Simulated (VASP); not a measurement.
AlN: single point with r2SCAN

Crystal: AlN.

```
CELL_PARAMETERS angstrom
0.00000 2.01892 2.01892
2.01892 0.00000 2.01892
2.01892 2.01892 0.00000
ATOMIC_POSITIONS crystal
Al 0.00000 0.00000 0.00000
N 0.50000 0.50000 0.50000
```

```json
{
  "Program": "VASP 6.6.1",
  "Task": "single point",
  "Functional": "r2SCAN",
  "Potentials or basis": "VASP PAW PBE potentials, release 64 (Al, N)",
  "Cutoff": "520 eV",
  "k mesh": "10 × 10 × 10",
  "Occupations": "gaussian, width 0.02 eV",
  "Spin": "no spin polarisation"
}
```

* Pressure: -0.8 GPa
* Band gap on the k mesh: 5.53 eV, indirect (least direct gap 6.58 eV)

Levels at points of the mesh, in eV from the valence-band top:
```tsv
k point	band 1	band 2	band 3	band 4	band 5	band 6	band 7	band 8	band 9
(0.00, 0.00, 0.00)	-18.44	0.00	0.00	0.00	6.58	12.93	12.93	12.93	18.61
(0.50, 0.00, 0.00)	-15.18	-8.47	-1.16	-1.16	6.94	11.94	11.94	14.70	17.52
(0.50, 0.50, 0.00)	-14.21	-7.57	-2.91	-2.91	5.53	5.97	15.42	18.77	18.77
```

It took 35 s on 1 thread of Intel(R) Xeon(R) Platinum 8488C (Sapphire Rapids), with other jobs on the host, peak memory 0.14 GiB.

Caveat: the PAW data sets were made with another functional, which shifts forces and pressure a little. r2SCAN opens gaps a little over a GGA but as a rule still falls short of measured ones.
